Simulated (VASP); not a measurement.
A run of VASP 6.6.1:

File INCAR:

```
PREC     = Accurate       # precision mode
ENCUT    = 520            # plane-wave cutoff, eV
EDIFF    = 1E-6           # SCF threshold, eV
ISMEAR   = 0              # smearing method
SIGMA    = 0.05           # smearing width, eV
LREAL    = F              # projectors in reciprocal space
LASPH    = T              # aspherical terms in the spheres
NELM     = 60             # most SCF steps
ALGO     = Normal         # electronic algorithm
ISIF     = 2              # what is computed and relaxed
LWAVE    = F              # write WAVECAR
LCHARG   = F              # write CHGCAR
GGA      = PE             # functional
NBANDS   = 15             # bands
```

Contents of KPOINTS:

```
regular mesh
0
Gamma
  6 6 6
```

File POSCAR:

```
KCl
1.0
    0.0000000000      3.1561000000      3.1245390000
    3.1561000000      0.0000000000      3.1245390000
    3.1561000000      3.1561000000      0.0000000000
K Cl
1 1
Direct
    0.0000000000      0.0000000000      0.0000000000
    0.5000000000      0.5000000000      0.5000000000
```

Potentials or basis: VASP PAW PBE potentials, release 64 (K_sv, Cl).

Launch:

```bash
$ cat potpaw_PBE.64/K_sv/POTCAR potpaw_PBE.64/Cl/POTCAR > POTCAR
$ mpirun -np 1 vasp_std > vasp.out
```

Hardware: 1 thread of AMD EPYC 7571, on a shared host.

Task: Estimate the wall time of this run.

Result: It took 83 s on 1 thread of AMD EPYC 7571, on a shared host, peak memory 0.17 GiB. Counts: scf iterations 13, k points 30.
